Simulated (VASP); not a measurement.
# NaHF2 (R-3m) in VASP: dielectric tensor with LDA

Aim: the dielectric tensor of NaHF2 with LDA.

Program: VASP 6.6.1. These are calculated values, not measurements. Logs are shortened: lines on timing, memory, paths and dates and some standing lists are left out, and cuts for length are marked.

### Step 1. The cell of the first run

It takes space group R-3m (No. 166, trigonal). The conventional cell has a = 3.474 Å, b = 3.474 Å, c = 13.750 Å, α = 90.00°, β = 90.00°, γ = 120.00°. Na (site symmetry -3m) has 6 F at 2.32 Å and 6 H at 3.05 Å within 3.1 Å. Within 1.5 Å of H (site symmetry -3m) lie 2 F at 1.13 Å. F (site symmetry 3m) has 1 H at 1.13 Å within 1.5 Å.

### Step 2. Dielectric tensor, LDA

File INCAR:

```
SYSTEM = NaHF2
ALGO = Normal
EDIFF = 1E-8
ENCUT = 520
GGA = CA
ISIF = 2
ISMEAR = 0
LASPH = .TRUE.
LCHARG = .FALSE.
LEPSILON = .TRUE.
LREAL = .FALSE.
LWAVE = .FALSE.
NELM = 100
PREC = Accurate
SIGMA = 0.01
```

File KPOINTS:

```
k-points
0
G
  5 5 5
  0 0 0
```

File POSCAR:

```
NaHF2
1.0
    1.7370000000      1.0028574200      4.5833333300
   -1.7370000000      1.0028574200      4.5833333300
    0.0000000000     -2.0057148400      4.5833333300
Na H F
1 1 2
Direct
    0.0000000000      0.0000000000      0.0000000000
    0.5000000000      0.5000000000      0.5000000000
    0.4176000000      0.4176000000      0.4176000000
    0.5824000000      0.5824000000      0.5824000000
```

Potentials or basis: VASP PAW LDA potentials, release 64 (Na_pv, H, F).

Launch:

```sh
$ cat potpaw_LDA.64/Na_pv/POTCAR potpaw_LDA.64/H/POTCAR potpaw_LDA.64/F/POTCAR > POTCAR
$ mpirun -np 1 vasp_std > vasp.out
```

OUTCAR:

```text
SYSTEM = NaHF2
   EDIFF = 1E-8
   ENCUT = 520
   GGA = CA
   ISIF = 2
   ISMEAR = 0
   LASPH = .TRUE.
   LEPSILON = .TRUE.
   LREAL = .FALSE.
   NELM = 100
   PREC = Accurate

 ion  position               nearest neighbor table
   1  0.000  0.000  0.000-   4 2.32   4 2.32   3 2.32   3 2.32   4 2.32   3 2.32
   2  0.500  0.500  0.500-   3 1.13   4 1.13
   3  0.418  0.418  0.418-   2 1.13   1 2.32   1 2.32   1 2.32
   4  0.582  0.582  0.582-   2 1.13   1 2.32   1 2.32   1 2.32

  LATTYP: Found a trigonal (rhomboedric) cell.
 ALAT       =     5.0029827522
 COS(alpha) =     0.7589142047

  Lattice vectors:

 A1 = (   1.7370000000,   1.0028574200,   4.5833333300)
 A2 = (  -1.7370000000,   1.0028574200,   4.5833333300)
 A3 = (   0.0000000000,  -2.0057148400,   4.5833333300)

Analysis of symmetry for initial positions (statically):
=====================================================================
 Subroutine PRICEL returns:
 Original cell was already a primitive cell.

 Routine SETGRP: Setting up the symmetry group for a
 trigonal (rhombohedral) supercell.

 Subroutine GETGRP returns: Found 12 space group operations
 (whereof 12 operations were pure point group operations)
 out of a pool of 12 trial point group operations.

The static configuration has the point symmetry D_3d.

Analysis of symmetry for dynamics (positions and initial velocities):
=====================================================================
 Subroutine PRICEL returns:
 Original cell was already a primitive cell.

 Routine SETGRP: Setting up the symmetry group for a
 trigonal (rhombohedral) supercell.

 Subroutine GETGRP returns: Found 12 space group operations
 (whereof 12 operations were pure point group operations)
 out of a pool of 12 trial point group operations.

The dynamic configuration has the point symmetry D_3d.

 Subroutine INISYM returns: Found 12 space group operations
 (whereof 12 operations are pure point group operations),
 and found     1 'primitive' translations

----------------------------------------------------------------------------------------

                                     Primitive cell

  volume of cell :      47.9040

  direct lattice vectors                    reciprocal lattice vectors
     1.737000000  1.002857420  4.583333330     0.287852619  0.166191787  0.072727273
    -1.737000000  1.002857420  4.583333330    -0.287852619  0.166191787  0.072727273
     0.000000000 -2.005714840  4.583333330     0.000000000 -0.332383574  0.072727273

  length of vectors
     5.002982752  5.002982752  5.002982754     0.340247111  0.340247111  0.340247111

  position of ions in fractional coordinates (direct lattice)
     0.000000000  0.000000000  0.000000000
     0.500000000  0.500000000  0.500000000
     0.417600000  0.417600000  0.417600000
     0.582400000  0.582400000  0.582400000

  ion indices of the primitive-cell ions
   primitive index   ion index
                 1           1
                 2           2
                 3           3
                 4           4

----------------------------------------------------------------------------------------

 KPOINTS: k-points

Automatic generation of k-mesh.
 Grid dimensions read from file:
 generate k-points for:    5    5    5

 Generating k-lattice:

  Cartesian coordinates                     Fractional coordinates (reciprocal lattice)
     0.057570524  0.033238357  0.014545455     0.200000000  0.000000000  0.000000000
    -0.057570524  0.033238357  0.014545455     0.000000000  0.200000000  0.000000000
     0.000000000 -0.066476715  0.014545455     0.000000000  0.000000000  0.200000000

  Length of vectors
     0.068049422  0.068049422  0.068049422

[... 87 lines left out ...]

 number of electron      22.0000001 magnetization

 E-fermi :  -4.2120     XC(G=0):  -8.8094

 val. band max:       -4.2780582293   @ k =   0.4000   0.4000   0.4000
 cond. band min:       2.3205333346   @ k =   0.0000   0.0000   0.0000
 fundamental gap:      6.5985915639
 Fermi energy:        -4.2119790041

 k-point     1 :       0.0000    0.0000    0.0000
  band No.  band energies     occupation
      1     -24.4270      2.00000
      2     -23.3446      2.00000
      3     -22.5654      2.00000
      4     -22.5654      2.00000
      5     -22.2695      2.00000
      6      -9.2288      2.00000
      7      -4.7880      2.00000
      8      -4.7880      2.00000
      9      -4.4967      2.00000
     10      -4.4967      2.00000
     11      -4.4392      2.00000
     12       2.3205      0.00000
     13       8.5921      0.00000
     14       9.7273      0.00000
[... 311 lines left out ...]
      2     -23.2988      2.00000
      3     -22.5719      2.00000
      4     -22.5138      2.00000
      5     -22.4352      2.00000
      6      -8.6304      2.00000
      7      -5.3795      2.00000
      8      -5.2320      2.00000
      9      -5.0382      2.00000
     10      -4.4371      2.00000
     11      -4.3190      2.00000
     12       4.7540      0.00000
     13       5.9919      0.00000
     14      11.1414      0.00000
     15      11.7125      0.00000

  FORCE on cell =-STRESS in cart. coord.  units (eV):
  Direction    XX          YY          ZZ          XY          YZ          ZX
  --------------------------------------------------------------------------------------
  -------------------------------------------------------------------------------------
  Total       -0.9530022     -0.9530022     -0.1925626      0.0000000      0.0000000     -0.0000000
  in kB      -31.8737226    -31.8737228     -6.4403699      0.0000000      0.0000000     -0.0000000
  external PRESSURE =     -23.3959384 kB  Pullay stress =       0.0000000 kB

 VOLUME and BASIS-vectors are now :
 -----------------------------------------------------------------------------
  energy-cutoff  :      520.00
  volume of cell :       47.90
      direct lattice vectors                 reciprocal lattice vectors
     1.737000000  1.002857420  4.583333330     0.287852619  0.166191787  0.072727273
    -1.737000000  1.002857420  4.583333330    -0.287852619  0.166191787  0.072727273
     0.000000000 -2.005714840  4.583333330     0.000000000 -0.332383574  0.072727273

 POSITION                                       TOTAL-FORCE (eV/Angst)
 -----------------------------------------------------------------------------------
      0.00000      0.00000      0.00000         0.000000     -0.000000     -0.000000
      0.00000      0.00000      6.87500         0.000000      0.000000      0.000000
      0.00000      0.00000      5.74200         0.000000     -0.000000     -0.459239
      0.00000      0.00000      8.00800         0.000000     -0.000000      0.459239
 -----------------------------------------------------------------------------------
    total drift:                               -0.000000      0.000000     -0.000000

  FREE ENERGIE OF THE ION-ELECTRON SYSTEM (eV)
  ---------------------------------------------------
  free  energy   TOTEN  =       -18.7347524221 eV

  energy  without entropy=      -18.7347524221  energy(sigma->0) =      -18.73475242

 HEAD OF MICROSCOPIC STATIC DIELECTRIC TENSOR (INDEPENDENT PARTICLE, excluding Hartree and local field effects)
 ------------------------------------------------------
           1.730855    -0.000000    -0.000000
          -0.000000     1.730855     0.000000
           0.000000    -0.000000     1.919772
 ------------------------------------------------------

 Free energy of the ion-electron system (eV)
  ---------------------------------------------------
  ---------------------------------------------------
  free energy    TOTEN  =        -0.09733813 eV

  energy without entropy =       -0.09733813

------------------------ aborting loop because EDIFF is reached ----------------------------------------

--------------------------------------- Ionic step        2  -------------------------------------------

------------------------ aborting loop because EDIFF is reached ----------------------------------------

--------------------------------------- Ionic step        3  -------------------------------------------

 Free energy of the ion-electron system (eV)
  ---------------------------------------------------
  ---------------------------------------------------
  free energy    TOTEN  =        -0.12089225 eV

  energy without entropy =       -0.12089225

------------------------ aborting loop because EDIFF is reached ----------------------------------------

 PIEZOELECTRIC TENSOR FIELD DIRECTION 3  (e Angst)
 -----------------------------------------------------------------------------
     0.00061  0.00000  0.00000           ( -0.00000  0.00000  0.00000)
     0.00000  0.00061  0.00000           (  0.00000 -0.00000  0.00000)
    -0.00000 -0.00000 -0.00061           (  0.00000  0.00000 -0.00001)

 PIEZOELECTRIC TENSOR FIELD DIRECTION 3  (C/m^2)
 -----------------------------------------------------------------------------
     0.00021  0.00000  0.00000
     0.00000  0.00021  0.00000
    -0.00000 -0.00000 -0.00021

 MACROSCOPIC STATIC DIELECTRIC TENSOR (including local field effects in DFT)
 ------------------------------------------------------
           1.677515     0.000000     0.000000
           0.000000     1.677515    -0.000000
           0.000000    -0.000000     1.855803
 ------------------------------------------------------

 PIEZOELECTRIC TENSOR (including local field effects)  for field in x, y, z        (e  Angst)
          XX          YY          ZZ          XY          YZ          ZX
  --------------------------------------------------------------------------------
  x     0.00000     0.00000     0.00000     0.00000     0.00000     0.00000
  y     0.00000     0.00000     0.00000     0.00000     0.00000     0.00000
  z     0.00000     0.00000     0.00000     0.00000     0.00000     0.00000

 PIEZOELECTRIC TENSOR (including local field effects)  for field in x, y, z        (C/m^2)
          XX          YY          ZZ          XY          YZ          ZX
  --------------------------------------------------------------------------------
  x     0.00000     0.00000     0.00000     0.00000     0.00000     0.00000
  y     0.00000     0.00000     0.00000     0.00000     0.00000     0.00000
  z     0.00000     0.00000     0.00000     0.00000     0.00000     0.00000

 BORN EFFECTIVE CHARGES (including local field effects) (in |e|, cummulative output)
 ---------------------------------------------------------------------------------
 ion    1
    1     1.03574     0.00000     0.00000
    2     0.00000     1.03574     0.00000
    3     0.00000     0.00000     1.02553
 ion    2
    1     0.34705     0.00000     0.00000
    2     0.00000     0.34705     0.00000
    3     0.00000    -0.00000     1.94298
 ion    3
    1    -0.69139     0.00000     0.00000
    2     0.00000    -0.69139     0.00000
    3     0.00000     0.00000    -1.48425
 ion    4
    1    -0.69139     0.00000     0.00000
    2     0.00000    -0.69139     0.00000
    3     0.00000     0.00000    -1.48425
```

Run time: 4.4 min. Hardware: 1 thread of Intel Xeon Platinum 8375C at 2.90GHz (Ice Lake), shared host; peak memory 0.25 GiB.

What came out:

```
Band gap on the k mesh                  : 6.60 eV, indirect (least direct gap 6.76 eV)
Electronic dielectric tensor (diagonal) : 1.68, 1.68, 1.86
Born charges (mean of the diagonal)     : Na +1.03; H +0.88; F -0.96 e
```

Levels at points of the mesh, in eV from the valence-band top:
```tsv
k point	band 8	band 9	band 10	band 11	band 12	band 13	band 14	band 15
(0.00, 0.00, 0.00)	-0.51	-0.22	-0.22	-0.16	6.60	12.87	14.01	17.63
```

Electronic dielectric tensor:
```
1.68 0.00 0.00
0.00 1.68 0.00
0.00 0.00 1.86
```

Born effective charge tensors (e):
atom 1, Na
```
1.04 0.00 0.00
0.00 1.04 0.00
0.00 0.00 1.03
```
atom 2, H
```
0.35 0.00 0.00
0.00 0.35 0.00
0.00 0.00 1.94
```
atom 3, F
```
-0.69  0.00  0.00
 0.00 -0.69  0.00
 0.00  0.00 -1.48
```
atom 4, F
```
-0.69  0.00  0.00
 0.00 -0.69  0.00
 0.00  0.00 -1.48
```

Caveat: the k points lie up to 0.43 Å⁻¹ apart. A k mesh can miss the band edges.
